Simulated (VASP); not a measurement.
A run of VASP 6.6.1 is set up as follows.

INCAR

```
SYSTEM = CoSi16
ALGO = Normal
EDIFF = 1E-6
ENCUT = 520
GGA = PE
ISIF = 2
ISMEAR = 0
ISPIN = 2
LASPH = .TRUE.
LCHARG = .FALSE.
LMAXMIX = 4
LORBIT = 11
LREAL = Auto
LWAVE = .FALSE.
MAGMOM = 0 0 0 0 0 0 0 0 0 0 0 0 0 0 0 0 1.05
NBANDS = 54
NELM = 150
PREC = Accurate
SIGMA = 0.02
```

Contents of KPOINTS:

```
k-points
0
G
  2 2 2
  0 0 0
```

File POSCAR:

```
CoSi16
1.0
    0.0000000000      5.4700937627     -5.4700937627
    5.4700937627      5.4700937627      0.0000000000
    5.4700937627      0.0000000000     -5.4700937627
Si Co
16 1
Direct
    0.1313418071      0.1293486055      0.1274892224
    0.1246737313      0.6251296867      0.1261886962
    0.6196521755      0.1261820236      0.1264673934
    0.6280520315      0.6242259545      0.1186624084
    0.1239337074      0.1248216264      0.6305763941
    0.1244267520      0.6264938315      0.6226463654
    0.6284276192      0.1216816437      0.6220975632
    0.6253263012      0.6248703675      0.6239683720
    0.2522693504      0.7538274806      0.2471001520
    0.2480985809      0.2531983107      0.2582285718
    0.7482688008      0.7505634598      0.2479526968
    0.7546094599      0.2487252612      0.2466229207
    0.2493482853      0.7488607468      0.7510316419
    0.2526359803      0.2506853739      0.7528941328
    0.7517292534      0.7490846917      0.7462163680
    0.7474885582      0.2488437235      0.7515373005
   -0.0032631068      0.0033111864      0.0102085087
```

Potentials or basis: VASP PAW PBE potentials, release 64 (Si, Co).

Launch:

```sh
$ cat potpaw_PBE.64/Si/POTCAR potpaw_PBE.64/Co/POTCAR > POTCAR
$ mpirun -np 1 vasp_std > vasp.out
```

Problem. What does it give for the pressure?

Solution. 0.0 GPa.

Problem. Estimate the net moment.

Solution. 1.25 μB per cell.

Problem. Estimate the site moments.

Solution. Si +0.02, +0.03, +0.01, -0.00, +0.00 (each value once); Co +0.95 μB.

Problem. What does it give for the largest force?

Solution. 0.009 eV/Å.

Stress tensor (GPa, compression positive):
```
 0.09  0.07 -0.06
 0.07 -0.02 -0.11
-0.06 -0.11  0.04
```

Caveat: the k points lie up to 0.50 Å⁻¹ apart.
